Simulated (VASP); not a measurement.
Set up this calculation in VASP 6.6.1, as the native input.

* Task: relaxation of cell and atoms
* Functional: PBE
* Potentials or basis: VASP PAW PBE potentials, release 64 (Ti_sv, Al)
* Cutoff: 500 eV
* k mesh: 18 × 18 × 6
* Occupations: gaussian, width 0.1 eV
* Spin: no spin polarisation
* Dipole correction: no
* Further INCAR settings: ALGO = Normal; EDIFF = 1e-07; IBRION = 2; EDIFFG = -0.01; NSW = 100; ISIF = 3

The structure of Ti3Al lies in POSCAR:

```
Ti3Al
1.0
    2.9275422229      0.0000000000      0.0000000000
   -1.4637711114      2.5353259357      0.0000000000
    0.0000000000      0.0000000000      9.2263620000
Ti Al
3 1
Direct
    0.6666666700      0.3333333300      0.0000000000
    0.3333333300      0.6666666700      0.7505940000
    0.3333333300      0.6666666700      0.2494060000
    0.6666666700      0.3333333300      0.5000000000
```

The input as run:

INCAR

```
PREC = Accurate
ENCUT = 500
EDIFF = 1E-7
ISMEAR = 0
SIGMA = 0.1
LREAL = F
LASPH = T
NELM = 120
ALGO = Normal
ISIF = 3
LWAVE = F
LCHARG = F
GGA = PE
IBRION = 2
NSW = 100
EDIFFG = -0.01
GGA_COMPAT = F
NELMIN = 4
```

KPOINTS

```
regular mesh
0
Gamma
  18 18 6
```

Potentials or basis: VASP PAW PBE potentials, release 64 (Ti_sv, Al).

The run is started by

```sh
$ cat potpaw_PBE.64/Ti_sv/POTCAR potpaw_PBE.64/Al/POTCAR > POTCAR
$ mpirun -np 1 vasp_std > vasp.out
```

It gave:

| Quantity | Value |
| --- | --- |
| Pressure after relaxing | 0.0 GPa |
| Largest force after relaxing | 0.004 eV/Å |

Caveat: the relaxation stopped at its first step, so nothing moved.

Wall time 8.3 min on 1 thread of AMD EPYC 7R13 (shared host), peak memory 0.3 GiB.
